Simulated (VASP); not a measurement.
Input of a VASP 6.6.1 run:

INCAR

```
PREC = Accurate ; ENCUT = 500
EDIFF = 1E-6 ; ISMEAR = 0
SIGMA = 0.1 ; LREAL = F
LASPH = T ; NELM = 120
ALGO = Normal ; ISIF = 2
LWAVE = F ; LCHARG = F
GGA = PE ; NBANDS = 23
GGA_COMPAT = F
```

The input KPOINTS:

```
regular mesh
0
Gamma
  12 12 12
```

Contents of POSCAR:

```
CdS3
1.0
    0.0000000000      3.3068885081      3.3068885081
    3.3068885081      0.0000000000      3.3068885081
    3.3068885081      3.3068885081      0.0000000000
Cd S
1 3
Direct
    0.0000000000      0.0000000000      0.0000000000
    0.2500000000      0.2500000000      0.2500000000
    0.7500000000      0.7500000000      0.7500000000
    0.5000000000      0.5000000000      0.5000000000
```

Potentials or basis: VASP PAW PBE potentials, release 64 (Cd, S).

Run with:

```console
$ cat potpaw_PBE.64/Cd/POTCAR potpaw_PBE.64/S/POTCAR > POTCAR
$ mpirun -np 1 vasp_std > vasp.out
```

(1) Estimate the pressure.

(2) Estimate the band gap on the k mesh.

Results:

(1) 0.2 GPa.

(2) zero (band 15 reaches 5.42 eV, above the bottom of band 16 at 4.44 eV).
